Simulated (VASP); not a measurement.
# InP (F-43m) in VASP: single point with LDA

Aim: the single point of InP with LDA.

Program: VASP 6.6.1. These are calculated values, not measurements. Logs are shortened: lines on timing, memory, paths and dates and some standing lists are left out, and cuts for length are marked.

**1. The cell of the first run**

The structure is cubic, space group F-43m (No. 216). The conventional cell has a = 5.904 Å, b = 5.904 Å, c = 5.904 Å, α = 90.00°, β = 90.00°, γ = 90.00°. Within 3.4 Å of In (site symmetry -43m) lie 4 P at 2.56 Å. P (site symmetry -43m) has 4 In at 2.56 Å within 3.4 Å.

**2. Single point, LDA**

The input, INCAR:

```
SYSTEM = InP
  PREC = Accurate
  ENCUT = 520
  EDIFF = 1E-6
  ISMEAR = 0
  SIGMA = 0.02
  LREAL = .False.
  LASPH = .True.
  NELM = 80
  ALGO = Normal
  ISIF = 2
  LWAVE = .False.
  LCHARG = .False.
  NBANDS = 16
```

The input, KPOINTS:

```
regular mesh
0
Gamma
  10 10 10
  0 0 0
```

The input, POSCAR:

```
InP
1.0
    0.0000000000      2.9519763900      2.9519763900
    2.9519763900      0.0000000000      2.9519763900
    2.9519763900      2.9519763900      0.0000000000
In P
1 1
Direct
    0.0000000000      0.0000000000      0.0000000000
    0.7500000000      0.7500000000      0.7500000000
```

Potentials or basis: VASP PAW LDA potentials, release 64 (In_d, P).

Command:

```console
cat potpaw_LDA.64/In_d/POTCAR potpaw_LDA.64/P/POTCAR > POTCAR
mpirun -np 1 vasp_std > vasp.out
```

OUTCAR:

```text
SYSTEM = InP
   PREC = Accurate
   ENCUT = 520
   EDIFF = 1E-6
   ISMEAR = 0
   LREAL = .False.
   LASPH = .True.
   NELM = 80
   ISIF = 2

 ion  position               nearest neighbor table
   1  0.000  0.000  0.000-   2 2.56   2 2.56   2 2.56   2 2.56
   2  0.750  0.750  0.750-   1 2.56   1 2.56   1 2.56   1 2.56

  LATTYP: Found a face centered cubic cell.
 ALAT       =     5.9039527800

  Lattice vectors:

 A1 = (   0.0000000000,   2.9519763900,   2.9519763900)
 A2 = (   2.9519763900,   0.0000000000,   2.9519763900)
 A3 = (   2.9519763900,   2.9519763900,   0.0000000000)

Analysis of symmetry for initial positions (statically):
=====================================================================
 Subroutine PRICEL returns:
 Original cell was already a primitive cell.

 Routine SETGRP: Setting up the symmetry group for a
 face centered cubic supercell.

 Subroutine GETGRP returns: Found 24 space group operations
 (whereof 24 operations were pure point group operations)
 out of a pool of 48 trial point group operations.

The static configuration has the point symmetry T_d .

Analysis of symmetry for dynamics (positions and initial velocities):
=====================================================================
 Subroutine PRICEL returns:
 Original cell was already a primitive cell.

 Routine SETGRP: Setting up the symmetry group for a
 face centered cubic supercell.

 Subroutine GETGRP returns: Found 24 space group operations
 (whereof 24 operations were pure point group operations)
 out of a pool of 48 trial point group operations.

The dynamic configuration has the point symmetry T_d .

 Subroutine INISYM returns: Found 24 space group operations
 (whereof 24 operations are pure point group operations),
 and found     1 'primitive' translations

----------------------------------------------------------------------------------------

                                     Primitive cell

  volume of cell :      51.4480

  direct lattice vectors                    reciprocal lattice vectors
     0.000000000  2.951976390  2.951976390    -0.169378048  0.169378048  0.169378048
     2.951976390  0.000000000  2.951976390     0.169378048 -0.169378048  0.169378048
     2.951976390  2.951976390  0.000000000     0.169378048  0.169378048 -0.169378048

  length of vectors
     4.174725047  4.174725047  4.174725047     0.293371386  0.293371386  0.293371386

  position of ions in fractional coordinates (direct lattice)
     0.000000000  0.000000000  0.000000000
     0.750000000  0.750000000  0.750000000

  ion indices of the primitive-cell ions
   primitive index   ion index
                 1           1
                 2           2

----------------------------------------------------------------------------------------

 KPOINTS: regular mesh

Automatic generation of k-mesh.
 Grid dimensions read from file:
 generate k-points for:   10   10   10

 Generating k-lattice:

  Cartesian coordinates                     Fractional coordinates (reciprocal lattice)
    -0.016937805  0.016937805  0.016937805     0.100000000  0.000000000  0.000000000
     0.016937805 -0.016937805  0.016937805     0.000000000  0.100000000  0.000000000
     0.016937805  0.016937805 -0.016937805     0.000000000  0.000000000  0.100000000

  Length of vectors
     0.029337139  0.029337139  0.029337139

  Shift w.r.t. Gamma in fractional coordinates (k-lattice)
     0.000000000  0.000000000  0.000000000

 Subroutine IBZKPT returns following result:
 ===========================================

 Found     47 irreducible k-points:

 Following reciprocal coordinates:
            Coordinates               Weight
  0.000000  0.000000  0.000000      1.000000
  0.100000  0.000000  0.000000      8.000000
  0.200000  0.000000  0.000000      8.000000
  0.300000  0.000000  0.000000      8.000000
  0.400000  0.000000  0.000000      8.000000
  0.500000  0.000000  0.000000      4.000000
[... 16 lines left out ...]
  0.300000  0.300000  0.000000      6.000000
  0.400000  0.300000  0.000000     24.000000
 [... further k-points ...]
   k-points           NKPTS =     47   k-points in BZ     NKDIM =     47   number of bands    NBANDS=     16
   number of dos      NEDOS =    301   number of ions     NIONS =      2
   total plane-waves  NPLWV =  32768
   dimension x,y,z NGX =    32 NGY =   32 NGZ =   32
   dimension x,y,z NGXF=    64 NGYF=   64 NGZF=   64
   ions per type =               1   1
   NGX,Y,Z   is equivalent  to a cutoff of  12.74, 12.74, 12.74 a.u.
   NGXF,Y,Z  is equivalent  to a cutoff of  25.49, 25.49, 25.49 a.u.
 SYSTEM =  InP
   PREC   = accura    normal or accurate (medium, high low for compatibility)
   ISTART =      0    job   : 0-new  1-cont  2-samecut
   ICHARG =      2    charge: 1-file 2-atom 10-const
   ISPIN  =      1    spin polarized calculation?
   LNONCOLLINEAR =      F non collinear calculations
   LSORBIT =      F    spin-orbit coupling
   LASPH  =      T    aspherical Exc in radial PAW
   ENCUT  =  520.0 eV  38.22 Ry    6.18 a.u.   7.76  7.76  7.76*2*pi/ulx,y,z
   NELM   =     80;   NELMIN=  2; NELMDL= -5     # of ELM steps
   EDIFF  = 0.1E-05   stopping-criterion for ELM
   LREAL  =      F    real-space projection
   EDIFFG = 0.1E-04   stopping-criterion for IOM
   NSW    =      0    number of steps for IOM
   IBRION =     -1    ionic relax: 0-MD 1-quasi-New 2-CG
   NFREE  =      0    steps in history (QN), initial steepest desc. (CG)
   ISIF   =      2    stress and relaxation
   ISYM   =      2    0-nonsym 1-usesym 2-fastsym
   POTIM  = 0.5000    time-step for ionic-motion
   TEBEG  =    0.0;   TEEND  =   0.0 temperature during run
   PSTRESS=    0.0 pullay stress
   NELECT =      18.0000    total number of electrons
   NUPDOWN=      -1.0000    fix difference up-down
   EMIN   =  10.00;   EMAX   =-10.00  energy-range for DOS
   EFERMI =   0.00;   METHOD = LEGACY
   ISMEAR =     0;   SIGMA  =   0.02  broadening in eV -4-tet -1-fermi 0-gaus
   EFERMI_NEDOS =   21; number of points for ismear=-14 and -15
   IALGO  =     38    algorithm
   IMIX   =      4    mixing-type and parameters
     AMIX     =   0.40;   BMIX     =  1.00
     AMIX_MAG =   1.60;   BMIX_MAG =  1.00
  volume/ion in A,a.u.               =      25.72       173.59
  Fermi-wavevector in a.u.,A,eV,Ry     =   1.153567  2.179925 18.105499  1.330717
  Thomas-Fermi vector in A             =   2.290210
   LORBIT       =      0    0 simple, 1 ext, 2 COOP (PROOUT), +10 PAW based schemes
   GGA     = CA    functional components
   LHFCALC =     F    Hartree Fock is set to
   AEXX    =    0.0000 exact exchange contribution
   IVDW    =     0    specifies the selected vdW correction
   LEPSILON=     F    determine dielectric tensor
   LRPA    =     F    only Hartree local field effects (RPA)
 non-spin polarized calculation
 Gauss-broadening in eV      SIGMA  =   0.02
  energy-cutoff  :      520.00
  volume of cell :       51.45
 maximum number of plane-waves:      1411
   NGX = 15   NGY = 15   NGZ = 15

 number of electron      18.0000008 magnetization

 Free energy of the ion-electron system (eV)
  ---------------------------------------------------
  ext. energy  EPLUGINS =         0.00000000
  ---------------------------------------------------
  free energy    TOTEN  =        -9.65857112 eV

  energy without entropy =       -9.65857112  energy(sigma->0) =       -9.65857112

 E-fermi :   4.9137     XC(G=0):  -9.5171

 val. band max:        4.7687354777   @ k =   0.0000   0.0000   0.0000
 cond. band min:       5.1608971010   @ k =   0.0000   0.0000   0.0000
 fundamental gap:      0.3921616233
 Fermi energy:         4.9136747614

 k-point     1 :       0.0000    0.0000    0.0000
  band No.  band energies     occupation
      1      -9.3721      2.00000
      2      -9.3721      2.00000
      3      -9.3721      2.00000
      4      -9.2277      2.00000
      5      -9.2277      2.00000
      6      -6.6279      2.00000
[... 8 lines left out ...]
     15      14.1832      0.00000
     16      14.1832      0.00000

 k-point     2 :       0.1000    0.0000    0.0000
  band No.  band energies     occupation
      1      -9.3833      2.00000
      2      -9.3674      2.00000
      3      -9.3674      2.00000
      4      -9.2277      2.00000
      5      -9.2277      2.00000
      6      -6.5161      2.00000
[... 8 lines left out ...]
     15      13.6655      0.00000
     16      13.6655      0.00000

 k-point     3 :       0.2000    0.0000    0.0000
  band No.  band energies     occupation
      1      -9.4117      2.00000
      2      -9.3562      2.00000
      3      -9.3562      2.00000
      4      -9.2267      2.00000
      5      -9.2267      2.00000
      6      -6.1945      2.00000
[... 8 lines left out ...]
     15      13.2362      0.00000
     16      13.8424      0.00000

 k-point     4 :       0.3000    0.0000    0.0000
  band No.  band energies     occupation
      1      -9.4453      2.00000
      2      -9.3446      2.00000
      3      -9.3446      2.00000
      4      -9.2230      2.00000
      5      -9.2230      2.00000
      6      -5.7126      2.00000
[... 8 lines left out ...]
     15      13.5113      0.00000
     16      13.5113      0.00000

 k-point     5 :       0.4000    0.0000    0.0000
  band No.  band energies     occupation
      1      -9.4714      2.00000
      2      -9.3375      2.00000
      3      -9.3375      2.00000
      4      -9.2178      2.00000
      5      -9.2178      2.00000
      6      -5.1987      2.00000
[... 8 lines left out ...]
     15      14.4600      0.00000
     16      14.4600      0.00000

 k-point     6 :       0.5000    0.0000    0.0000
  band No.  band energies     occupation
      1      -9.4811      2.00000
      2      -9.3353      2.00000
      3      -9.3353      2.00000
      4      -9.2151      2.00000
      5      -9.2151      2.00000
      6      -4.9466      2.00000
[... 8 lines left out ...]
     15      15.3148      0.00000
     16      15.3148      0.00000

 k-point     7 :       0.1000    0.1000    0.0000
  band No.  band energies     occupation
      1      -9.3919      2.00000
      2      -9.3631      2.00000
      3      -9.3631      2.00000
      4      -9.2313      2.00000
      5      -9.2245      2.00000
      6      -6.4791      2.00000
[... 8 lines left out ...]
     15      13.7700      0.00000
     16      14.2753      0.00000

 k-point     8 :       0.2000    0.1000    0.0000
  band No.  band energies     occupation
      1      -9.4156      2.00000
      2      -9.3537      2.00000
      3      -9.3516      2.00000
      4      -9.2343      2.00000
      5      -9.2214      2.00000
      6      -6.2276      2.00000
[... 8 lines left out ...]
     15      14.0474      0.00000
     16      14.5656      0.00000

 k-point     9 :       0.3000    0.1000    0.0000
  band No.  band energies     occupation
      1      -9.4445      2.00000
      2      -9.3439      2.00000
      3      -9.3393      2.00000
      4      -9.2340      2.00000
      5      -9.2175      2.00000
      6      -5.7964      2.00000
[... 8 lines left out ...]
     15      14.1273      0.00000
     16      14.3316      0.00000
[... 172 lines left out ...]
 k-point    19 :       0.5000    0.2000    0.0000
  band No.  band energies     occupation
      1      -9.4933      2.00000
      2      -9.3231      2.00000
      3      -9.3120      2.00000
      4      -9.2377      2.00000
      5      -9.2105      2.00000
      6      -4.7802      2.00000
[... 8 lines left out ...]
     15      15.3999      0.00000
     16      15.9089      0.00000

 k-point    20 :      -0.4000    0.2000    0.0000
  band No.  band energies     occupation
      1      -9.4903      2.00000
      2      -9.3261      2.00000
      3      -9.3146      2.00000
      4      -9.2287      2.00000
      5      -9.2181      2.00000
      6      -4.7077      2.00000
[... 8 lines left out ...]
     15      14.1378      0.00000
     16      15.7019      0.00000

 k-point    21 :      -0.3000    0.2000    0.0000
  band No.  band energies     occupation
      1      -9.4762      2.00000
      2      -9.3299      2.00000
      3      -9.3232      2.00000
      4      -9.2274      2.00000
      5      -9.2222      2.00000
      6      -5.0608      2.00000
[... 8 lines left out ...]
     15      14.7619      0.00000
     16      16.0345      0.00000

 k-point    22 :      -0.2000    0.2000    0.0000
  band No.  band energies     occupation
      1      -9.4548      2.00000
      2      -9.3370      2.00000
      3      -9.3357      2.00000
      4      -9.2322      2.00000
      5      -9.2199      2.00000
      6      -5.5491      2.00000
[... 8 lines left out ...]
     15      14.8104      0.00000
     16      15.7970      0.00000

 k-point    23 :       0.3000    0.3000    0.0000
  band No.  band energies     occupation
      1      -9.4917      2.00000
      2      -9.3088      2.00000
      3      -9.3088      2.00000
      4      -9.2574      2.00000
      5      -9.2060      2.00000
      6      -5.4059      2.00000
[... 8 lines left out ...]
     15      14.9369      0.00000
     16      17.3215      0.00000

 k-point    24 :       0.4000    0.3000    0.0000
  band No.  band energies     occupation
      1      -9.5098      2.00000
      2      -9.3002      2.00000
      3      -9.2970      2.00000
      4      -9.2608      2.00000
      5      -9.2026      2.00000
      6      -4.9958      2.00000
[... 8 lines left out ...]
     15      15.3437      0.00000
     16      17.2172      0.00000

 [... further k-points ...]

------------------------ aborting loop because EDIFF is reached ----------------------------------------

  FORCE on cell =-STRESS in cart. coord.  units (eV):
  Direction    XX          YY          ZZ          XY          YZ          ZX
  --------------------------------------------------------------------------------------
  -------------------------------------------------------------------------------------
  Total       -0.8197658     -0.8197658     -0.8197658     -0.0000000      0.0000000     -0.0000000
  in kB      -25.5288794    -25.5288794    -25.5288794     -0.0000000      0.0000000     -0.0000000
  external PRESSURE =     -25.5288794 kB  Pullay stress =       0.0000000 kB

 VOLUME and BASIS-vectors are now :
 -----------------------------------------------------------------------------
  energy-cutoff  :      520.00
  volume of cell :       51.45
      direct lattice vectors                 reciprocal lattice vectors
     0.000000000  2.951976390  2.951976390    -0.169378048  0.169378048  0.169378048
     2.951976390  0.000000000  2.951976390     0.169378048 -0.169378048  0.169378048
     2.951976390  2.951976390  0.000000000     0.169378048  0.169378048 -0.169378048

 POSITION                                       TOTAL-FORCE (eV/Angst)
 -----------------------------------------------------------------------------------
      0.00000      0.00000      0.00000        -0.000000     -0.000000     -0.000000
      4.42796      4.42796      4.42796         0.000000      0.000000      0.000000
 -----------------------------------------------------------------------------------
    total drift:                                0.000000      0.000000      0.000000

  FREE ENERGIE OF THE ION-ELECTRON SYSTEM (eV)
  ---------------------------------------------------
  free  energy   TOTEN  =        -9.6585711154 eV

  energy  without entropy=       -9.6585711154  energy(sigma->0) =       -9.65857112
```

It took 22 s on 1 thread of AMD EPYC 9R45 (Zen 5), shared host; peak memory 0.14 GiB.

What came out:

| Property | Result |
| --- | --- |
| Free energy | -9.6586 eV |
| Pressure | -2.6 GPa |
| Band gap on the k mesh | 0.39 eV |

Caveat: spin-orbit coupling is left out, which moves the levels of the heavy elements.
